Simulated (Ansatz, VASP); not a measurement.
One calculation of TiO2, two programs

```
CELL_PARAMETERS angstrom
-1.89250 1.89250 4.80457
1.89250 -1.89250 4.80457
1.89250 1.89250 -4.80457
ATOMIC_POSITIONS crystal
Ti 0.00000 0.00000 0.00000
Ti 0.75000 0.25000 0.50000
O 0.20660 0.20660 0.00000
O 0.95660 0.45660 0.50000
O 0.54340 0.04340 0.50000
O 0.79340 0.79340 0.00000
```

Change from the starting cell: zz strain of +1 %, crystal datasets.

Alike in both runs: task electric field gradients; functional LDA; k mesh 13 × 13 × 13; occupations fermi-dirac, width 0.08 eV; no spin polarisation.

|  | VASP | Ansatz |
| --- | --- | --- |
| version | VASP 6.6.1 | Ansatz 0.2.0 |
| potentials or method | VASP PAW LDA potentials, release 64 (Ti_sv, O), cutoff 520 eV | all-electron PAW with datasets made for the crystal, scalar-relativistic |

VASP gave:

- pressure (GPa): -7.0
- traceless stress, the component that is largest in VASP (GPa): 0.61
- rms of the force components (eV/Å): 0.022
- size of Vzz on the site where it differs most (V/Å²): 13.7

Estimate Ansatz's values.

pressure (GPa): -7.9; traceless stress, the component that is largest in VASP (GPa): 0.56; rms of the force components (eV/Å): 0.034; size of Vzz on the site where it differs most (V/Å²): 14.8.

LDA's correlation is that of Perdew and Zunger in VASP and of Perdew and Wang (1992) in Ansatz. Atom by atom the forces differ by 0.012 eV/Å (rms over components). Ansatz ran all-electron here, and VASP with PAW potentials.
